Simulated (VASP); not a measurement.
# Hf2Si (I4/mcm) in VASP: single point with r2SCAN

Aim: the single point of Hf2Si with r2SCAN.

Program: VASP 6.6.1. These are calculated values, not measurements. Logs are shortened: lines on timing, memory, paths and dates and some standing lists are left out, and cuts for length are marked.

**1. The cell of the first run**

The structure is tetragonal, space group I4/mcm (No. 140). Conventional cell: a = 6.584 Å, b = 6.584 Å, c = 5.193 Å, α = 90.00°, β = 90.00°, γ = 90.00°. Within 3.7 Å of Hf (site symmetry m2m) lie 4 Si at 2.80 Å and 11 Hf at 2.92 to 3.51 Å. Within 3.4 Å of Si (site symmetry 422) lie 2 Si at 2.60 Å and 8 Hf at 2.80 Å.

**2. Single point, r2SCAN**

POSCAR reads:

```
Hf2Si
1.0
   -3.2918787595      3.2918787595      2.5965750962
    3.2918787595     -3.2918787595      2.5965750962
    3.2918787595      3.2918787595     -2.5965750962
Hf Si
4 2
Direct
    0.8431026420      0.6568973580      0.5000000000
    0.3431026420      0.8431026420      0.1862052839
    0.1568973580      0.3431026420      0.5000000000
    0.6568973580      0.1568973580      0.8137947161
    0.7500000000      0.7500000000      0.0000000000
    0.2500000000      0.2500000000      0.0000000000
```

INCAR.step1 reads:

```
PREC = Accurate
ENCUT = 520
ISMEAR = 0
SIGMA = 0.1
LREAL = F
LASPH = T
NELM = 100
NBANDS = 33
GGA = PE
ALGO = Normal
EDIFF = 1E-4
LWAVE = T
LCHARG = F
```

INCAR.step2 reads:

```
PREC = Accurate
ENCUT = 520
EDIFF = 1E-6
ISMEAR = 0
SIGMA = 0.1
LREAL = F
LASPH = T
NELM = 100
ALGO = Normal
ISIF = 2
LWAVE = F
LCHARG = T
METAGGA = R2SCAN
LMIXTAU = T
LELF = T
LVHAR = T
NBANDS = 33
ISTART = 1
```

KPOINTS reads:

```
regular mesh
0
Gamma
  10 10 10
```

Potentials or basis: VASP PAW PBE potentials, release 64 (Hf_pv, Si).

The run is started by

```bash
cat potpaw_PBE.64/Hf_pv/POTCAR potpaw_PBE.64/Si/POTCAR > POTCAR
cp INCAR.step1 INCAR
mpirun -np 1 vasp_std > vasp.out
cp INCAR.step2 INCAR
mpirun -np 1 vasp_std > vasp.out
```

OUTCAR:

```text
PREC = Accurate
   ENCUT = 520
   EDIFF = 1E-6
   ISMEAR = 0
   LREAL = F
   LASPH = T
   NELM = 100
   ISIF = 2
   METAGGA = R2SCAN
   ISTART = 1

 ion  position               nearest neighbor table
   1  0.843  0.657  0.500-   6 2.80   6 2.80   5 2.80   5 2.80   3 2.92   3 3.12   3 3.12   4 3.32
                             2 3.32   4 3.32   2 3.32   4 3.51   2 3.51   2 3.51   4 3.51
   2  0.343  0.843  0.186-   5 2.80   6 2.80   6 2.80   5 2.80   4 2.92   4 3.12   4 3.12   1 3.32
                             3 3.32   3 3.32   1 3.32   1 3.51   3 3.51   1 3.51   3 3.51
   3  0.157  0.343  0.500-   5 2.80   5 2.80   6 2.80   6 2.80   1 2.92   1 3.12   1 3.12   4 3.32
                             2 3.32   4 3.32   2 3.32   4 3.51   2 3.51   4 3.51   2 3.51
   4  0.657  0.157  0.814-   5 2.80   6 2.80   6 2.80   5 2.80   2 2.92   2 3.12   2 3.12   1 3.32
                             3 3.32   3 3.32   1 3.32   1 3.51   3 3.51   1 3.51   3 3.51
   5  0.750  0.750  0.000-   6 2.60   6 2.60   2 2.80   4 2.80   4 2.80   2 2.80   3 2.80   3 2.80
                             1 2.80   1 2.80
   6  0.250  0.250  0.000-   5 2.60   5 2.60   2 2.80   4 2.80   4 2.80   2 2.80   1 2.80   1 2.80
                             3 2.80   3 2.80

  LATTYP: Found a body centered tetragonal cell.
 ALAT       =     6.5837575190
 C/A-ratio  =     0.7887821168

  Lattice vectors:

 A1 = (  -3.2918787595,   3.2918787595,   2.5965750962)
 A2 = (   3.2918787595,  -3.2918787595,   2.5965750962)
 A3 = (   3.2918787595,   3.2918787595,  -2.5965750962)

Analysis of symmetry for initial positions (statically):
=====================================================================
 Subroutine PRICEL returns:
 Original cell was already a primitive cell.

 Routine SETGRP: Setting up the symmetry group for a
 body centered tetragonal supercell.

 Subroutine GETGRP returns: Found 16 space group operations
 (whereof  8 operations were pure point group operations)
 out of a pool of 16 trial point group operations.

The static configuration has the point symmetry C_4h.
 The point group associated with its full space group is D_4h.

Analysis of symmetry for dynamics (positions and initial velocities):
=====================================================================
 Subroutine PRICEL returns:
 Original cell was already a primitive cell.

 Routine SETGRP: Setting up the symmetry group for a
 body centered tetragonal supercell.

 Subroutine GETGRP returns: Found 16 space group operations
 (whereof  8 operations were pure point group operations)
 out of a pool of 16 trial point group operations.

The dynamic configuration has the point symmetry C_4h.
 The point group associated with its full space group is D_4h.

 Subroutine INISYM returns: Found 16 space group operations
 (whereof  8 operations are pure point group operations),
 and found     1 'primitive' translations

----------------------------------------------------------------------------------------

                                     Primitive cell

  volume of cell :     112.5508

  direct lattice vectors                    reciprocal lattice vectors
    -3.291878759  3.291878759  2.596575096     0.000000000  0.151888947  0.192561348
     3.291878759 -3.291878759  2.596575096     0.151888947  0.000000000  0.192561348
     3.291878759  3.291878759 -2.596575096     0.151888947  0.151888947  0.000000000

  length of vectors
     5.330584749  5.330584749  5.330584749     0.245255224  0.245255224  0.214803409

  position of ions in fractional coordinates (direct lattice)
     0.843102642  0.656897358  0.500000000
     0.343102642  0.843102642  0.186205284
     0.156897358  0.343102642  0.500000000
     0.656897358  0.156897358  0.813794716
     0.750000000  0.750000000  0.000000000
     0.250000000  0.250000000  0.000000000

  ion indices of the primitive-cell ions
   primitive index   ion index
                 1           1
                 2           2
                 3           3
                 4           4
                 5           5
                 6           6

----------------------------------------------------------------------------------------

 KPOINTS: regular mesh

Automatic generation of k-mesh.
 Grid dimensions read from file:
 generate k-points for:   10   10   10

 Generating k-lattice:

  Cartesian coordinates                     Fractional coordinates (reciprocal lattice)
     0.000000000  0.015188895  0.019256135     0.100000000  0.000000000 -0.000000000
     0.015188895  0.000000000  0.019256135     0.000000000  0.100000000 -0.000000000
     0.015188895  0.015188895  0.000000000     0.000000000  0.000000000  0.100000000

  Length of vectors
     0.024525522  0.024525522  0.021480341

  Shift w.r.t. Gamma in fractional coordinates (k-lattice)
     0.000000000  0.000000000  0.000000000

 Subroutine IBZKPT returns following result:
 ===========================================

 Found    102 irreducible k-points:

 Following reciprocal coordinates:
            Coordinates               Weight
  0.000000  0.000000  0.000000      1.000000
  0.100000  0.000000 -0.000000      8.000000
  0.200000  0.000000 -0.000000      8.000000
  0.300000  0.000000  0.000000      8.000000
  0.400000  0.000000  0.000000      8.000000
  0.500000  0.000000  0.000000      4.000000
[... 16 lines left out ...]
  0.300000  0.300000  0.000000      8.000000
  0.400000  0.300000  0.000000     16.000000
 [... further k-points ...]
   k-points           NKPTS =    102   k-points in BZ     NKDIM =    102   number of bands    NBANDS=     33
   number of dos      NEDOS =    301   number of ions     NIONS =      6
   total plane-waves  NPLWV =  64000
   dimension x,y,z NGX =    40 NGY =   40 NGZ =   40
   dimension x,y,z NGXF=    80 NGYF=   80 NGZF=   80
   ions per type =               4   2
   NGX,Y,Z   is equivalent  to a cutoff of  12.47, 12.47, 12.47 a.u.
   NGXF,Y,Z  is equivalent  to a cutoff of  24.95, 24.95, 24.95 a.u.
 SYSTEM =  unknown system
   PREC   = accura    normal or accurate (medium, high low for compatibility)
   ISTART =      1    job   : 0-new  1-cont  2-samecut
   ICHARG =      0    charge: 1-file 2-atom 10-const
   ISPIN  =      1    spin polarized calculation?
   LNONCOLLINEAR =      F non collinear calculations
   LSORBIT =      F    spin-orbit coupling
   LASPH  =      T    aspherical Exc in radial PAW
   ENCUT  =  520.0 eV  38.22 Ry    6.18 a.u.   9.91  9.91  9.91*2*pi/ulx,y,z
   NELM   =    100;   NELMIN=  2; NELMDL=  0     # of ELM steps
   EDIFF  = 0.1E-05   stopping-criterion for ELM
   LREAL  =      F    real-space projection
   EDIFFG = 0.1E-04   stopping-criterion for IOM
   NSW    =      0    number of steps for IOM
   IBRION =     -1    ionic relax: 0-MD 1-quasi-New 2-CG
   NFREE  =      0    steps in history (QN), initial steepest desc. (CG)
   ISIF   =      2    stress and relaxation
   ISYM   =      2    0-nonsym 1-usesym 2-fastsym
   POTIM  = 0.5000    time-step for ionic-motion
   TEBEG  =    0.0;   TEEND  =   0.0 temperature during run
   PSTRESS=    0.0 pullay stress
   NELECT =      48.0000    total number of electrons
   NUPDOWN=      -1.0000    fix difference up-down
   EMIN   =  10.00;   EMAX   =-10.00  energy-range for DOS
   EFERMI =   0.00;   METHOD = LEGACY
   ISMEAR =     0;   SIGMA  =   0.10  broadening in eV -4-tet -1-fermi 0-gaus
   EFERMI_NEDOS =   21; number of points for ismear=-14 and -15
   IALGO  =     38    algorithm
   IMIX   =      4    mixing-type and parameters
     AMIX     =   0.40;   BMIX     =  1.00
     AMIX_MAG =   1.60;   BMIX_MAG =  1.00
  volume/ion in A,a.u.               =      18.76       126.59
  Fermi-wavevector in a.u.,A,eV,Ry     =   1.232270  2.328652 20.660288  1.518488
  Thomas-Fermi vector in A             =   2.367046
   LORBIT       =      0    0 simple, 1 ext, 2 COOP (PROOUT), +10 PAW based schemes
   METAGGA = R2SCAN    functional components
   LHFCALC =     F    Hartree Fock is set to
   AEXX    =    0.0000 exact exchange contribution
   IVDW    =     0    specifies the selected vdW correction
   LEPSILON=     F    determine dielectric tensor
   LRPA    =     F    only Hartree local field effects (RPA)
 non-spin polarized calculation
 Gauss-broadening in eV      SIGMA  =   0.10
  energy-cutoff  :      520.00
  volume of cell :      112.55
 maximum number of plane-waves:      3074
   NGX = 19   NGY = 19   NGZ = 19

 number of electron      48.0000005 magnetization

 Free energy of the ion-electron system (eV)
  ---------------------------------------------------
  ext. energy  EPLUGINS =         0.00000000
  ---------------------------------------------------
  free energy    TOTEN  =      -202.89341921 eV

  energy without entropy =     -202.88275344  energy(sigma->0) =     -202.88808633

 E-fermi :   5.9363     XC(G=0): -12.3345

 val. band max:        5.9349929256   @ k =  -0.4000  -0.4000   0.4000
 cond. band min:       5.9554611865   @ k =   0.5000   0.1000   0.0000
 fundamental gap:      0.0204682609
 Fermi energy:         5.9362943966

 k-point     1 :       0.0000    0.0000    0.0000
  band No.  band energies     occupation
      1     -25.5960      2.00000
      2     -25.5865      2.00000
      3     -25.4772      2.00000
      4     -25.4772      2.00000
      5     -25.4517      2.00000
      6     -25.4517      2.00000
[... 25 lines left out ...]
     32       9.5601      0.00000
     33      10.5434      0.00000

 k-point     2 :       0.1000    0.0000   -0.0000
  band No.  band energies     occupation
      1     -25.6105      2.00000
      2     -25.5874      2.00000
      3     -25.5055      2.00000
      4     -25.4974      2.00000
      5     -25.4229      2.00000
      6     -25.4163      2.00000
[... 25 lines left out ...]
     32       9.9515      0.00000
     33      10.7029      0.00000

 k-point     3 :       0.2000    0.0000   -0.0000
  band No.  band energies     occupation
      1     -25.6386      2.00000
      2     -25.6046      2.00000
      3     -25.5312      2.00000
      4     -25.4867      2.00000
      5     -25.3853      2.00000
      6     -25.3762      2.00000
[... 25 lines left out ...]
     32      10.4573      0.00000
     33      10.9122      0.00000

 k-point     4 :       0.3000    0.0000    0.0000
  band No.  band energies     occupation
      1     -25.6604      2.00000
      2     -25.6318      2.00000
      3     -25.5336      2.00000
      4     -25.4516      2.00000
      5     -25.3737      2.00000
      6     -25.3555      2.00000
[... 25 lines left out ...]
     32      10.1436      0.00000
     33      10.4064      0.00000

 k-point     5 :       0.4000    0.0000    0.0000
  band No.  band energies     occupation
      1     -25.6695      2.00000
      2     -25.6540      2.00000
      3     -25.5067      2.00000
      4     -25.4321      2.00000
      5     -25.3783      2.00000
      6     -25.3430      2.00000
[... 604 lines left out ...]
 k-point    22 :      -0.2000    0.2000    0.0000
  band No.  band energies     occupation
      1     -25.6042      2.00000
      2     -25.5748      2.00000
      3     -25.5069      2.00000
      4     -25.4741      2.00000
      5     -25.4523      2.00000
      6     -25.4377      2.00000
[... 25 lines left out ...]
     32      10.2832      0.00000
     33      11.0672      0.00000

 k-point    23 :       0.3000    0.3000    0.0000
  band No.  band energies     occupation
      1     -25.6891      2.00000
      2     -25.5718      2.00000
      3     -25.5154      2.00000
      4     -25.4871      2.00000
      5     -25.4144      2.00000
      6     -25.3497      2.00000
[... 25 lines left out ...]
     32      10.0878      0.00000
     33      10.4495      0.00000

 k-point    24 :       0.4000    0.3000    0.0000
  band No.  band energies     occupation
      1     -25.6773      2.00000
      2     -25.5482      2.00000
      3     -25.5276      2.00000
      4     -25.4886      2.00000
      5     -25.4126      2.00000
      6     -25.3738      2.00000
[... 25 lines left out ...]
     32      10.4032      0.00000
     33      10.5139      0.00000

 [... further k-points ...]

------------------------ aborting loop because EDIFF is reached ----------------------------------------

  FORCE on cell =-STRESS in cart. coord.  units (eV):
  Direction    XX          YY          ZZ          XY          YZ          ZX
  --------------------------------------------------------------------------------------
  -------------------------------------------------------------------------------------
  Total       -1.5628713     -1.5628713     -1.7499069      0.0000000     -0.0000000      0.0000000
  in kB      -22.2477071    -22.2477071    -24.9101872      0.0000000     -0.0000000      0.0000000
  external PRESSURE =     -23.1352004 kB  Pullay stress =       0.0000000 kB

 VOLUME and BASIS-vectors are now :
 -----------------------------------------------------------------------------
  energy-cutoff  :      520.00
  volume of cell :      112.55
      direct lattice vectors                 reciprocal lattice vectors
    -3.291878759  3.291878759  2.596575096     0.000000000  0.151888947  0.192561348
     3.291878759 -3.291878759  2.596575096     0.151888947  0.000000000  0.192561348
     3.291878759  3.291878759 -2.596575096     0.151888947  0.151888947  0.000000000

 POSITION                                       TOTAL-FORCE (eV/Angst)
 -----------------------------------------------------------------------------------
      1.03297      2.25890      2.59658        -0.038805      0.038805      0.000000
      2.25890     -1.03297      2.59658         0.038805      0.038805      0.000000
      2.25890      1.03297      0.00000         0.038805     -0.038805     -0.000000
      1.03297      4.32485     -0.00000        -0.038805     -0.038805     -0.000000
      0.00000      0.00000      3.89486        -0.000000      0.000000      0.000000
      0.00000      0.00000      1.29829        -0.000000      0.000000      0.000000
 -----------------------------------------------------------------------------------
    total drift:                               -0.000000     -0.000000      0.000000

  FREE ENERGIE OF THE ION-ELECTRON SYSTEM (eV)
  ---------------------------------------------------
  free  energy   TOTEN  =      -202.8934192125 eV

  energy  without entropy=     -202.8827534423  energy(sigma->0) =     -202.88808633
```

Wall time 10 min (1 thread of Intel Xeon 6975P-C (Granite Rapids), shared host); peak memory 0.47 GiB.

What came out:

| Property | Result |
| --- | --- |
| Free energy | -202.8934 eV |
| Pressure | -2.3 GPa |
| Largest force | 0.055 eV/Å |
| Band gap on the k mesh | zero (bands 24 and 25 overlap by 0.84 eV) |

Forces in eV/Å, atoms in the order of the input:
```
Hf  -0.039  0.039  0.000
Hf   0.039  0.039  0.000
Hf   0.039 -0.039  0.000
Hf  -0.039 -0.039  0.000
Si   0.000  0.000  0.000
Si   0.000  0.000  0.000
```

Levels at points of the mesh, in eV from the Fermi level:
| k point | band 21 | band 22 | band 23 | band 24 | band 25 | band 26 | band 27 | band 28 |
| --- | --- | --- | --- | --- | --- | --- | --- | --- |
| (0.00, 0.00, 0.00) | -1.40 | -1.40 | -1.17 | -1.01 | 2.15 | 2.23 | 2.26 | 2.73 |
| (0.50, 0.00, 0.00) | -0.84 | -0.84 | -0.55 | -0.55 | 0.17 | 0.17 | 2.12 | 2.12 |
| (0.50, 0.50, 0.00) | -1.56 | -1.20 | -0.84 | -0.56 | 1.39 | 1.45 | 1.82 | 2.23 |
| (0.50, 0.50, 0.50) | -0.89 | -0.52 | 0.10 | 0.35 | 0.41 | 0.41 | 1.42 | 1.60 |

Caveat: the PAW data sets were made with another functional, which shifts forces and pressure a little; spin-orbit coupling is left out, which moves the levels of the heavy elements.

The gap in the log of VASP goes by the Fermi energy; the results here count the filled bands.